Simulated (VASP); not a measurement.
Write the native input for VASP 6.6.1 that does the following.

* Task: single point
* Functional: PBEsol
* Potentials or basis: VASP PAW PBE potentials, release 64 (Ge_d)
* Cutoff: 520 eV
* k mesh: 20 × 20 × 18
* Occupations: gaussian, width 0.15 eV
* Spin: no spin polarisation
* Dipole correction: no
* Further INCAR settings: ALGO = Normal; EDIFF = 1e-06; NBANDS = 13

The structure of Ge lies in POSCAR:

```
Ge
1.0
    1.3622202750     -2.5355031000      0.0000000000
    1.3622202750      2.5355031000      0.0000000000
    0.0000000000      0.0000000000      2.8331425500
Ge
1
Direct
    0.5000000000      0.5000000000      0.0000000000
```

This cell differs from its parent crystal: strain -0.025 along x and y, +0.050 along z.

The input as run:

INCAR

```
SYSTEM = Ge
  PREC = Accurate
  ENCUT = 520
  EDIFF = 1E-6
  ISMEAR = 0
  SIGMA = 0.15
  LREAL = .False.
  LASPH = .True.
  NELM = 80
  ALGO = Normal
  ISIF = 2
  LWAVE = .False.
  LCHARG = .True.
  GGA = PS
  LELF = .True.
  LVHAR = .True.
  NBANDS = 13
```

KPOINTS

```
Automatic mesh
0
Gamma
  20 20 18
  0 0 0
```

Potentials or basis: VASP PAW PBE potentials, release 64 (Ge_d).

Launch:

```console
$ cat potpaw_PBE.64/Ge_d/POTCAR > POTCAR
$ mpirun -np 1 vasp_std > vasp.out
```

It gave:

| Item | Value |
| --- | --- |
| Pressure | -3.4 GPa |
| Band gap on the k mesh | zero (bands 7 and 8 overlap by 8.15 eV) |

Caveat: the cell differs from its parent crystal (strain -0.025 along x and y, +0.050 along z); the cell stands under tension; the PAW data sets were made with another functional, which shifts forces and pressure a little.

Wall time 58 s on 1 thread of Intel(R) Xeon(R) 6975P-C (Granite Rapids), with other jobs on the host, peak memory 0.35 GiB.
